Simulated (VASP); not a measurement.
A run of VASP 6.6.1 is set up as follows.

INCAR

```
SYSTEM = Zr
PREC     = Accurate       ! precision mode
ENCUT    = 520            ! plane-wave cutoff, eV
EDIFF    = 1E-6           ! SCF threshold, eV
ISMEAR   = -1             ! smearing method
SIGMA    = 0.05           ! smearing width, eV
LREAL    = .FALSE.        ! projectors in reciprocal space
LASPH    = .TRUE.         ! aspherical terms in the spheres
NELM     = 100            ! most SCF steps
ALGO     = Normal         ! electronic algorithm
ISIF     = 2              ! what is computed and relaxed
LWAVE    = .FALSE.        ! write WAVECAR
LCHARG   = .TRUE.         ! write CHGCAR
GGA      = PE             ! functional
LELF     = .TRUE.         ! ELF
LVHAR    = .TRUE.       
NBANDS   = 19             ! bands
```

Contents of KPOINTS:

```
regular mesh
0
G
  9 9 5
  0 0 0
```

File POSCAR:

```
Zr
1.0
    3.1660223034      0.0000000000      0.0000000000
   -1.5830111517      2.7418557436      0.0000000000
    0.0000000000      0.0000000000      5.0419297016
Zr
2
Direct
    0.6666666667      0.3333333333      0.7500000000
    0.3333333333      0.6666666667      0.2500000000
```

Potentials or basis: VASP PAW PBE potentials, release 64 (Zr_sv).

Command:

```sh
$ cat potpaw_PBE.64/Zr_sv/POTCAR > POTCAR
$ mpirun -np 1 vasp_std > vasp.out
```

Estimate the pressure.

7.0 GPa.

Predict the band gap on the k mesh.

zero (band 12 reaches 10.57 eV, above the bottom of band 13 at 9.47 eV).

Stress tensor (GPa, compression positive):
```
6.56 0.00 0.00
0.00 6.56 0.00
0.00 0.00 8.03
```
